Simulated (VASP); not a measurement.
A run of VASP 6.6.1 is set up as follows.

The input INCAR:

```
ALGO = Normal ; EDIFF = 1E-6
ENCUT = 600 ; GGA = PS
GGA_COMPAT = False ; ISIF = 2
ISMEAR = 1 ; LASPH = True
LCHARG = False ; LREAL = False
LWAVE = False ; NBANDS = 12
NELM = 120 ; PREC = Accurate
SIGMA = 0.1
```

KPOINTS

```
k-points
0
Gamma
  7 7 7
```

The input POSCAR:

```
Cu
1.0
   -1.4427900000      1.4427900000      1.3760800000
    1.4427900000     -1.4427900000      1.3760800000
    1.4427900000      1.4427900000     -1.3760800000
Cu
1
Direct
    0.0000000000      0.0000000000      0.0000000000
```

Potentials or basis: VASP PAW PBE potentials, release 64 (Cu).

Run with:

```sh
$ cat potpaw_PBE.64/Cu/POTCAR > POTCAR
$ mpirun -np 1 vasp_std > vasp.out
```

**Question.** Estimate the pressure.

**Answer.** -0.2 GPa.

Stress tensor (GPa, compression positive):
```
 1.48  0.00  0.00
 0.00  1.48  0.00
 0.00  0.00 -3.63
```

Caveat: the k points lie up to 0.45 Å⁻¹ apart; the PAW data sets were made with another functional, which shifts forces and pressure a little.
